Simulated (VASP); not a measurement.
# Co: single point with PBEsol

The system is Co.

```
CELL_PARAMETERS angstrom
2.50384 0.00000 0.00000
-1.25192 2.16839 0.00000
0.00000 0.00000 4.09020
ATOMIC_POSITIONS crystal
Co 0.33333 0.66667 0.74014
Co 0.66667 0.33333 0.25986
```

```json
{
 "Program": "VASP 6.6.1",
 "Task": "single point",
 "Functional": "PBEsol",
 "Potentials or basis": "VASP PAW PBE potentials, release 64 (Co_sv)",
 "Cutoff": "600 eV",
 "k mesh": "12 × 12 × 7",
 "Occupations": "fermi-dirac, width 0.05 eV",
 "Spin": "collinear spin, ferromagnetic start",
 "Starting moments": "[2.0, 2.0] μB",
 "Dipole correction": "no",
 "Further INCAR settings": "ALGO = Normal; EDIFF = 1e-06; NBANDS = 28"
}
```

```json
{
  "Pressure": "-16.6 GPa",
  "Largest force": "0.376 eV/Å",
  "Net moment": "3.30 μB per cell",
  "Site moments": "Co +1.71 μB",
  "Valence electrons inside the program's atomic spheres": "Co 15.04"
}
```

Forces on the atoms (eV/Å):
```
Co   0.000  0.000  0.376
Co   0.000  0.000 -0.376
```

Stress tensor (GPa, compression positive):
```
-15.67   0.00   0.00
  0.00 -15.67   0.00
  0.00   0.00 -18.34
```

Levels at points of the mesh, in eV from the Fermi level:
Spin up:
```tsv
k point	band 16	band 17	band 18	band 19	band 20	band 21	band 22	band 23
(0.00, 0.00, 0.00)	-1.91	-1.91	-0.86	-0.86	-0.30	5.89	21.69	24.06
(0.50, 0.00, 0.00)	-0.72	-0.70	-0.55	1.19	3.15	9.16	10.10	12.24
```
Spin down:
```
           k point  band 12  band 13  band 14  band 15  band 16  band 17  band 18  band 19
(0.00, 0.00, 0.00)    -0.93    -0.93    -0.62    -0.62    -0.27    -0.08    -0.08     1.05
(0.50, 0.00, 0.00)    -1.82    -1.06    -1.03    -0.63     1.19     1.28     1.35     2.48
```

It took 2.2 min on 1 thread of Intel(R) Xeon(R) Platinum 8488C (Sapphire Rapids), on a shared host, peak memory 0.22 GiB.

Caveat: the cell stands under tension; the PAW data sets were made with another functional, which shifts forces and pressure a little.
